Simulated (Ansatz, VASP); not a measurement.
Two plane-wave programs on Si3Bi

```
Si Bi
1.0
     5.04366    0.00000    0.00000
    -2.52183    4.36794    0.00000
     0.00000    0.00000    3.89616
Si Bi
3 1
Direct
  0.50000 0.00000 0.00000
  0.00000 0.50000 0.00000
  0.50000 0.50000 0.00000
  0.00000 0.00000 0.50000
```

Alike in both runs: functional PBE; k mesh 6 × 6 × 6; occupations gaussian, width 0.1 eV; no spin polarisation.

Ansatz relaxed the structure, and its values are those at the end. VASP's run is a single point on that final structure, the one shown.

```csv
,VASP,Ansatz
version,VASP 6.6.1,Ansatz 0.2.0
potentials or method,"VASP PAW PBE potentials, release 64 (Si, Bi_d), cutoff 520 eV","scalar-relativistic, plane waves, PAW"
valence electrons in the cell,27,27
```

|  | VASP | Ansatz | Ansatz less VASP |
| --- | --- | --- | --- |
| gap on the k mesh at the Fermi level (eV) | none | none | - |
| pressure (GPa) | -0.1 | -0.1 | +0.05 |

A gap of «none» marks a metal or a gap that the smearing closes.

Neither program's run includes spin-orbit coupling.
